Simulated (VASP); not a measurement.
Runs of VASP 6.6.1 on Sb. The structure is that of space group Pmna (No. 53), or close to it. The cells are those of the table. 

```csv
cell,gap on the mesh (eV),largest force (eV/Å)
"a = 5.206, b = 4.240, c = 29.022 Å, 4 atoms",0.62,(a)
"a = 5.129, b = 4.113, c = 29.022 Å, 4 atoms",0.41,0.33
"a = 5.104, b = 4.219, c = 29.022 Å, 4 atoms",0.49,0.31
"a = 5.258, b = 4.346, c = 29.022 Å, 4 atoms",0.52,0.28
"a = 5.129, b = 4.240, c = 29.022 Å, 4 atoms",(b),0.31
```

Alike in all rows: task single point; level PBE; potentials or basis VASP PAW PBE potentials, release 64 (Sb); no spin polarisation; k mesh 6 × 6 × 1; cutoff (eV) 520; smearing fermi-dirac 0.02 eV.

**Question.** Fill in the values left out.

**Answer.** (a) 0.30; (b) 0.53.

Caveats: spin-orbit coupling is left out, which moves the levels of the heavy elements.

A k mesh can miss the band edges, and the runs leave out spin-orbit coupling on Sb.
